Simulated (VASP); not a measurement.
**KMgF3: single point with PBEsol**

The system is KMgF3.

```
K Mg F
1.0
     4.30477    0.00000    0.00000
     0.00000    4.30477    0.00000
     0.00000    0.00000    4.30477
K Mg F
1 1 3
Direct
  0.50000 0.50000 0.50000
  0.00000 0.00000 0.00000
  0.50000 0.00000 0.00000
  0.00000 0.50000 0.00000
  0.00000 0.00000 0.50000
```

This cell differs from its parent crystal: strain +0.080 along x and y, +0.080 along z.

| Item | Value |
| --- | --- |
| Program | VASP 6.6.1 |
| Task | single point |
| Functional | PBEsol |
| Potentials or basis | VASP PAW PBE potentials, release 64 (K_sv, Mg, F) |
| Cutoff | 520 eV |
| k mesh | 6 × 6 × 6 |
| Occupations | gaussian, width 0.05 eV |
| Spin | no spin polarisation |

The pressure is -10.3 GPa and the band gap on the k mesh is 5.64 eV, indirect (least direct gap 5.94 eV).

Levels at points of the mesh, in eV from the valence-band top:
| k point | band 12 | band 13 | band 14 | band 15 | band 16 | band 17 | band 18 | band 19 | band 20 | band 21 |
| --- | --- | --- | --- | --- | --- | --- | --- | --- | --- | --- |
| (0.00, 0.00, 0.00) | -0.44 | -0.44 | -0.31 | -0.31 | -0.31 | 5.64 | 9.61 | 9.61 | 11.45 | 11.53 |
| (0.50, 0.00, 0.00) | -0.64 | -0.64 | -0.59 | -0.41 | -0.41 | 8.18 | 8.60 | 10.42 | 11.65 | 11.65 |
| (0.50, 0.50, 0.00) | -0.72 | -0.72 | -0.71 | -0.71 | -0.01 | 9.33 | 10.38 | 10.50 | 10.50 | 11.80 |
| (0.50, 0.50, 0.50) | -0.95 | -0.95 | 0.00 | 0.00 | 0.00 | 9.41 | 9.41 | 9.41 | 12.01 | 12.07 |

Wall time 14 s on 1 thread of AMD EPYC 9R45 (Zen 5), on a shared host, peak memory 0.16 GiB.

Caveat: the cell differs from its parent crystal (strain +0.080 along x and y, +0.080 along z); the PAW data sets were made with another functional, which shifts forces and pressure a little. A k mesh can miss the band edges.
